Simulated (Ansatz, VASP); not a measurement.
## Two plane-wave programs on Ti

```
CELL_PARAMETERS angstrom
-1.64100 1.64100 1.64100
1.64100 -1.64100 1.64100
1.64100 1.64100 -1.64100
ATOMIC_POSITIONS crystal
Ti 0.00000 0.00000 0.00000
```

Alike in both runs: task single point; functional PBEsol; k mesh 14 × 14 × 14; no spin polarisation.

|  | VASP | Ansatz |
| --- | --- | --- |
| version | VASP 6.6.1 | Ansatz 0.2.0 |
| potentials or method | VASP PAW PBE potentials, release 64 (Ti_sv), cutoff 500 eV | plane waves, PAW |
| occupations | methfessel-paxton of order 1, width 0.15 eV | cold, width 0.15 eV |
| valence electrons in the cell | 12 | 12 |

Ansatz gave:

```
pressure (GPa) : -6.8
```

Estimate VASP's values.

pressure (GPa): -7.0.

VASP's potentials were made for PBE, not for PBEsol.
